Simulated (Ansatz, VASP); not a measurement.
## One calculation of ScGaSe, two programs

```
Sc Ga Se
1.0
     4.27681    0.00000    0.00000
    -2.13841    3.70383    0.00000
     0.00000    0.00000    4.58973
Sc Ga Se
1 1 1
Cartesian
  2.1384 1.2346 0.0000
  0.0000 0.0000 2.2949
  0.0000 2.4692 2.2949
```

Change from the starting cell: species swapped into the CaGaSi type (P-6m2, No. 187).

Alike in both runs: task relaxation of cell and atoms; functional PBE; k mesh 12 × 12 × 10; occupations gaussian, width 0.1 eV; no spin polarisation.

```csv
,VASP,Ansatz
version,VASP 6.6.1,Ansatz 0.2.0
potentials or method,"VASP PAW PBE potentials, release 64 (Sc_sv, Ga_d, Se), cutoff 600 eV","scalar-relativistic, plane waves, PAW"
valence electrons in the cell,30,40
```

|  | VASP | Ansatz | Ansatz less VASP |
| --- | --- | --- | --- |
| gap on the k mesh at the Fermi level, each at its own relaxed structure (eV) | none | none | - |
| relaxed volume (Å³/atom) | 20.50 | 20.44 | -0.061 |
| relaxed cell length with the largest relative difference (Å) | 4.578 | 4.573 | -0.0051 |

A gap of «none» marks a metal or a gap that the smearing closes. VASP's potentials hold 30 valence electrons a cell and Ansatz's 40, so a difference there can come from the potentials and not from the codes.

Noted on VASP's run: the volume moved by over 15 % at a fixed basis, so the end points are rough.
